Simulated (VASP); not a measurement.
# Ga (P6/mmm) in VASP: further runs

Runs on Ga. Level: r2SCAN. Tasks: single point.

Everything below comes from runs of VASP 6.6.1. Logs are shortened: lines on timing, memory, paths and dates and some standing lists are left out, and cuts for length are marked.

**1. The cell of the first run**

Symmetry: P6/mmm, No. 191, hexagonal system. The conventional cell has a = 4.602 Å, b = 4.602 Å, c = 2.995 Å, α = 90.00°, β = 90.00°, γ = 120.00°. Ga (site symmetry 6/mmm) has 14 Ga at 3.00 to 3.05 Å within 3.9 Å. Within 3.5 Å of Ga (site symmetry -6m2) lie 11 Ga at 2.66 to 3.05 Å.

**2. Single point, r2SCAN**

POSCAR reads:

```
Ga
1.0
    4.6021625799      0.0000000000      0.0000000000
   -2.3010812899      3.9855897065      0.0000000000
    0.0000000000      0.0000000000      2.9950128326
Ga
3
Direct
    0.0000000000      1.0000000000      0.0000000000
    0.3333333333      0.6666666667      0.5000000000
    0.6666666667      0.3333333333      0.5000000000
```

INCAR.step1 reads:

```
ALGO = Normal
EDIFF = 1E-4
ENCUT = 520
GGA = PE
ISMEAR = -1
LASPH = True
LCHARG = False
LREAL = False
LWAVE = True
NBANDS = 26
NELM = 100
PREC = Accurate
SIGMA = 0.1
```

INCAR.step2 reads:

```
ALGO = Normal
EDIFF = 1E-6
ENCUT = 520
ISIF = 2
ISMEAR = -1
ISTART = 1
LASPH = True
LCHARG = False
LMIXTAU = True
LREAL = False
LWAVE = False
METAGGA = R2SCAN
NBANDS = 26
NELM = 100
PREC = Accurate
SIGMA = 0.1
```

KPOINTS reads:

```
k-points
0
Gamma
  8 8 11
```

Potentials or basis: VASP PAW PBE potentials, release 64 (Ga_d).

Command:

```console
$ cat potpaw_PBE.64/Ga_d/POTCAR > POTCAR
$ cp INCAR.step1 INCAR
$ mpirun -np 1 vasp_std > vasp.out
$ cp INCAR.step2 INCAR
$ mpirun -np 1 vasp_std > vasp.out
```

OUTCAR:

```text
EDIFF = 1E-6
   ENCUT = 520
   ISIF = 2
   ISMEAR = -1
   ISTART = 1
   LASPH = True
   LREAL = False
   METAGGA = R2SCAN
   NELM = 100
   PREC = Accurate

 ion  position               nearest neighbor table
   1  0.000  0.000  0.000-
   2  0.333  0.667  0.500-   3 2.66   3 2.66   3 2.66
   3  0.667  0.333  0.500-   2 2.66   2 2.66   2 2.66

  LATTYP: Found a hexagonal cell.
 ALAT       =     4.6021625799
 C/A-ratio  =     0.6507837958

  Lattice vectors:

 A1 = (   4.6021625799,   0.0000000000,   0.0000000000)
 A2 = (  -2.3010812899,   3.9855897065,   0.0000000000)
 A3 = (   0.0000000000,   0.0000000000,   2.9950128326)

Analysis of symmetry for initial positions (statically):
=====================================================================
 Subroutine PRICEL returns:
 Original cell was already a primitive cell.

 Routine SETGRP: Setting up the symmetry group for a
 hexagonal supercell.

 Subroutine GETGRP returns: Found 24 space group operations
 (whereof 24 operations were pure point group operations)
 out of a pool of 24 trial point group operations.

The static configuration has the point symmetry D_6h.

Analysis of symmetry for dynamics (positions and initial velocities):
=====================================================================
 Subroutine PRICEL returns:
 Original cell was already a primitive cell.

 Routine SETGRP: Setting up the symmetry group for a
 hexagonal supercell.

 Subroutine GETGRP returns: Found 24 space group operations
 (whereof 24 operations were pure point group operations)
 out of a pool of 24 trial point group operations.

The dynamic configuration has the point symmetry D_6h.

 Subroutine INISYM returns: Found 24 space group operations
 (whereof 24 operations are pure point group operations),
 and found     1 'primitive' translations

----------------------------------------------------------------------------------------

                                     Primitive cell

  volume of cell :      54.9355

  direct lattice vectors                    reciprocal lattice vectors
     4.602162580  0.000000000  0.000000000     0.217289151  0.125451950  0.000000000
    -2.301081290  3.985589706  0.000000000     0.000000000  0.250903900  0.000000000
     0.000000000  0.000000000  2.995012833     0.000000000  0.000000000  0.333888386

  length of vectors
     4.602162580  4.602162580  2.995012833     0.250903900  0.250903900  0.333888386

  position of ions in fractional coordinates (direct lattice)
     0.000000000  0.000000000  0.000000000
     0.333333333  0.666666667  0.500000000
     0.666666667  0.333333333  0.500000000

  ion indices of the primitive-cell ions
   primitive index   ion index
                 1           1
                 2           2
                 3           3

----------------------------------------------------------------------------------------

 KPOINTS: k-points

Automatic generation of k-mesh.
 Grid dimensions read from file:
 generate k-points for:    8    8   11

 Generating k-lattice:

  Cartesian coordinates                     Fractional coordinates (reciprocal lattice)
     0.027161144  0.015681494  0.000000000     0.125000000  0.000000000  0.000000000
     0.000000000  0.031362987  0.000000000     0.000000000  0.125000000  0.000000000
     0.000000000  0.000000000  0.030353490     0.000000000  0.000000000  0.090909091

  Length of vectors
     0.031362987  0.031362987  0.030353490

  Shift w.r.t. Gamma in fractional coordinates (k-lattice)
     0.000000000  0.000000000  0.000000000

 Subroutine IBZKPT returns following result:
 ===========================================

 Found     60 irreducible k-points:

 Following reciprocal coordinates:
            Coordinates               Weight
  0.000000  0.000000  0.000000      1.000000
  0.125000  0.000000  0.000000      6.000000
  0.250000  0.000000  0.000000      6.000000
  0.375000  0.000000  0.000000      6.000000
  0.500000  0.000000  0.000000      3.000000
  0.125000  0.125000  0.000000      6.000000
[... 16 lines left out ...]
  0.250000  0.000000  0.181818     12.000000
  0.375000  0.000000  0.181818     12.000000
 [... further k-points ...]
   k-points           NKPTS =     60   k-points in BZ     NKDIM =     60   number of bands    NBANDS=     26
   number of dos      NEDOS =    301   number of ions     NIONS =      3
   total plane-waves  NPLWV =  31104
   dimension x,y,z NGX =    36 NGY =   36 NGZ =   24
   dimension x,y,z NGXF=    72 NGYF=   72 NGZF=   48
   ions per type =               3
   NGX,Y,Z   is equivalent  to a cutoff of  13.00, 13.00, 13.32 a.u.
   NGXF,Y,Z  is equivalent  to a cutoff of  26.01, 26.01, 26.64 a.u.
 SYSTEM =  unknown system
   PREC   = accura    normal or accurate (medium, high low for compatibility)
   ISTART =      1    job   : 0-new  1-cont  2-samecut
   ICHARG =      0    charge: 1-file 2-atom 10-const
   ISPIN  =      1    spin polarized calculation?
   LNONCOLLINEAR =      F non collinear calculations
   LSORBIT =      F    spin-orbit coupling
   LASPH  =      T    aspherical Exc in radial PAW
   ENCUT  =  520.0 eV  38.22 Ry    6.18 a.u.   8.56  8.56  5.57*2*pi/ulx,y,z
   NELM   =    100;   NELMIN=  2; NELMDL=  0     # of ELM steps
   EDIFF  = 0.1E-05   stopping-criterion for ELM
   LREAL  =      F    real-space projection
   EDIFFG = 0.1E-04   stopping-criterion for IOM
   NSW    =      0    number of steps for IOM
   IBRION =     -1    ionic relax: 0-MD 1-quasi-New 2-CG
   NFREE  =      0    steps in history (QN), initial steepest desc. (CG)
   ISIF   =      2    stress and relaxation
   ISYM   =      2    0-nonsym 1-usesym 2-fastsym
   POTIM  = 0.5000    time-step for ionic-motion
   TEBEG  =    0.0;   TEEND  =   0.0 temperature during run
   PSTRESS=    0.0 pullay stress
   NELECT =      39.0000    total number of electrons
   NUPDOWN=      -1.0000    fix difference up-down
   EMIN   =  10.00;   EMAX   =-10.00  energy-range for DOS
   EFERMI =   0.00;   METHOD = LEGACY
   ISMEAR =    -1;   SIGMA  =   0.10  broadening in eV -4-tet -1-fermi 0-gaus
   EFERMI_NEDOS =   21; number of points for ismear=-14 and -15
   IALGO  =     38    algorithm
   IMIX   =      4    mixing-type and parameters
     AMIX     =   0.40;   BMIX     =  1.00
     AMIX_MAG =   1.60;   BMIX_MAG =  1.00
  volume/ion in A,a.u.               =      18.31       123.57
  Fermi-wavevector in a.u.,A,eV,Ry     =   1.460423  2.759799 29.018981  2.132835
  Thomas-Fermi vector in A             =   2.576874
   LORBIT       =      0    0 simple, 1 ext, 2 COOP (PROOUT), +10 PAW based schemes
   METAGGA = R2SCAN    functional components
   LHFCALC =     F    Hartree Fock is set to
   AEXX    =    0.0000 exact exchange contribution
   IVDW    =     0    specifies the selected vdW correction
   LEPSILON=     F    determine dielectric tensor
   LRPA    =     F    only Hartree local field effects (RPA)
 non-spin polarized calculation
  energy-cutoff  :      520.00
  volume of cell :       54.94
 maximum number of plane-waves:      1505
 NGX is ok and might be reduce to    36
   NGX = 17   NGY = 17   NGZ = 11

 number of electron      38.9999975 magnetization

 Free energy of the ion-electron system (eV)
  ---------------------------------------------------
  ext. energy  EPLUGINS =         0.00000000
  ---------------------------------------------------
  free energy    TOTEN  =       -33.82952605 eV

  energy without entropy =      -33.78976704  energy(sigma->0) =      -33.80964654

 E-fermi :   5.7844     XC(G=0): -12.3429

 val. band max:        5.7755597223   @ k =   0.2500   0.0000   0.4545
 cond. band min:       5.8074837099   @ k =   0.2500   0.1250   0.4545
 fundamental gap:      0.0319239876
 Fermi energy:         5.7843925043

 k-point     1 :       0.0000    0.0000    0.0000
  band No.  band energies     occupation
      1      -9.9608      2.00000
      2      -9.7609      2.00000
      3      -9.7608      2.00000
      4      -9.7554      2.00000
      5      -9.7106      2.00000
      6      -9.6896      2.00000
[... 18 lines left out ...]
     25      18.4822      0.00000
     26      18.5574      0.00000

 k-point     2 :       0.1250    0.0000    0.0000
  band No.  band energies     occupation
      1      -9.9519      2.00000
      2      -9.7994      2.00000
      3      -9.7905      2.00000
      4      -9.7607      2.00000
      5      -9.7225      2.00000
      6      -9.7184      2.00000
[... 18 lines left out ...]
     25      17.8527      0.00000
     26      18.1189      0.00000

 k-point     3 :       0.2500    0.0000    0.0000
  band No.  band energies     occupation
      1      -9.9290      2.00000
      2      -9.8625      2.00000
      3      -9.8330      2.00000
      4      -9.7766      2.00000
      5      -9.7453      2.00000
      6      -9.7400      2.00000
[... 18 lines left out ...]
     25      16.3479      0.00000
     26      16.3701      0.00000

 k-point     4 :       0.3750    0.0000    0.0000
  band No.  band energies     occupation
      1      -9.9230      2.00000
      2      -9.8872      2.00000
      3      -9.8604      2.00000
      4      -9.8005      2.00000
      5      -9.7630      2.00000
      6      -9.7492      2.00000
[... 18 lines left out ...]
     25      14.6487      0.00000
     26      14.7516      0.00000
[... 496 lines left out ...]
      1      -9.8968      2.00000
      2      -9.8192      2.00000
      3      -9.8191      2.00000
      4      -9.7768      2.00000
      5      -9.7710      2.00000
      6      -9.7268      2.00000
[... 18 lines left out ...]
     25      14.4500      0.00000
     26      15.7950      0.00000

 k-point    23 :       0.2500    0.0000    0.1818
  band No.  band energies     occupation
      1      -9.8969      2.00000
      2      -9.8522      2.00000
      3      -9.8437      2.00000
      4      -9.7820      2.00000
      5      -9.7669      2.00000
      6      -9.7212      2.00000
[... 18 lines left out ...]
     25      13.7562      0.00000
     26      14.9777      0.00000

 k-point    24 :       0.3750    0.0000    0.1818
  band No.  band energies     occupation
      1      -9.9100      2.00000
      2      -9.8739      2.00000
      3      -9.8428      2.00000
      4      -9.7818      2.00000
      5      -9.7696      2.00000
      6      -9.7157      2.00000
[... 18 lines left out ...]
     25      13.8131      0.00000
     26      14.0964      0.00000

 [... further k-points ...]
[... 5 lines left out ...]
  --------------------------------------------------------------------------------------
  -------------------------------------------------------------------------------------
  Total        0.0096250      0.0096250     -0.0115672      0.0000000     -0.0000000     -0.0000000
  in kB        0.2807094      0.2807094     -0.3373545      0.0000000     -0.0000000     -0.0000000
  external PRESSURE =       0.0746881 kB  Pullay stress =       0.0000000 kB

 VOLUME and BASIS-vectors are now :
 -----------------------------------------------------------------------------
  energy-cutoff  :      520.00
  volume of cell :       54.94
      direct lattice vectors                 reciprocal lattice vectors
     4.602162580  0.000000000  0.000000000     0.217289151  0.125451950  0.000000000
    -2.301081290  3.985589706  0.000000000     0.000000000  0.250903900  0.000000000
     0.000000000  0.000000000  2.995012833     0.000000000  0.000000000  0.333888386

 POSITION                                       TOTAL-FORCE (eV/Angst)
 -----------------------------------------------------------------------------------
      0.00000      0.00000      0.00000        -0.000000      0.000000      0.000000
     -0.00000      2.65706      1.49751        -0.000000      0.000000     -0.000000
      2.30108      1.32853      1.49751         0.000000     -0.000000      0.000000
 -----------------------------------------------------------------------------------
    total drift:                                0.000000      0.000000     -0.000000

  FREE ENERGIE OF THE ION-ELECTRON SYSTEM (eV)
  ---------------------------------------------------
  free  energy   TOTEN  =       -33.8295260468 eV

  energy  without entropy=      -33.7897670387  energy(sigma->0) =      -33.80964654
```

Wall time 1.8 min (1 thread of Intel Xeon 6975P-C (Granite Rapids), shared host); peak memory 0.21 GiB.

Results:

| Item | Value |
| --- | --- |
| Free energy | -33.8295 eV |
| Pressure | 0.0 GPa |

Caveat: the PAW data sets were made with another functional, which shifts forces and pressure a little.

[end of part 1 of 2]
